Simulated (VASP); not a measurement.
Set up this calculation in VASP 6.6.1, as the native input.

* Task: relaxation of shape and atoms at fixed volume
* Functional: r2SCAN
* Potentials or basis: VASP PAW PBE potentials, release 64 (Ti_sv, B)
* Cutoff: 600 eV
* k mesh: 15 × 15 × 14
* Occupations: gaussian, width 0.1 eV
* Spin: no spin polarisation
* Dipole correction: no
* Further INCAR settings: ALGO = Normal; EDIFF = 1e-07; IBRION = 2; EDIFFG = -0.01; NSW = 50; ISIF = 4

Crystal: TiB2.

```
Ti B
1.0
     2.99431    0.00000    0.00000
    -1.49716    2.59315    0.00000
     0.00000    0.00000    3.18952
Ti B
1 2
Direct
  0.00000 0.00000 0.00000
  0.33333 0.66667 0.50000
  0.66667 0.33333 0.50000
```

The input as run:

POSCAR

```
TiB2
1.0
    2.9943138796      0.0000000000      0.0000000000
   -1.4971569398      2.5931518866      0.0000000000
    0.0000000000      0.0000000000      3.1895192448
Ti B
1 2
Direct
    0.0000000000      0.0000000000      0.0000000000
    0.3333333333      0.6666666667      0.5000000000
    0.6666666667      0.3333333333      0.5000000000
```

INCAR.step1

```
SYSTEM = TiB2
  PREC = Accurate
  ENCUT = 600
  ISMEAR = 0
  SIGMA = 0.1
  LREAL = .FALSE.
  LASPH = .TRUE.
  NELM = 80
  GGA = PE
  ALGO = Normal
  EDIFF = 1E-4
  LWAVE = .TRUE.
  LCHARG = .FALSE.
```

INCAR.step2

```
SYSTEM = TiB2
  PREC = Accurate
  ENCUT = 600
  EDIFF = 1E-7
  ISMEAR = 0
  SIGMA = 0.1
  LREAL = .FALSE.
  LASPH = .TRUE.
  NELM = 80
  ALGO = Normal
  ISIF = 4
  LWAVE = .FALSE.
  LCHARG = .FALSE.
  METAGGA = R2SCAN
  LMIXTAU = .TRUE.
  IBRION = 2
  NSW = 50
  EDIFFG = -0.01
  ISTART = 1
```

KPOINTS

```
Automatic mesh
0
G
  15 15 14
  0 0 0
```

Potentials or basis: VASP PAW PBE potentials, release 64 (Ti_sv, B).

The run is started by

```sh
$ cat potpaw_PBE.64/Ti_sv/POTCAR potpaw_PBE.64/B/POTCAR > POTCAR
$ cp INCAR.step1 INCAR
$ mpirun -np 1 vasp_std > vasp.out
$ cp INCAR.step2 INCAR
$ mpirun -np 1 vasp_std > vasp.out
```

Results of the run:

```
Energy gained by relaxing : 0.1 meV/atom
Ionic steps               : 2
Pressure after relaxing   : 9.3 GPa
Band gap on the k mesh    : zero (bands 9 and 10 overlap by 0.66 eV)
```

Caveat: the PAW data sets were made with another functional, which shifts forces and pressure a little.

Run time: 3.9 min on 1 thread of Intel(R) Xeon(R) Platinum 8488C (Sapphire Rapids) (shared host), peak memory 0.22 GiB.
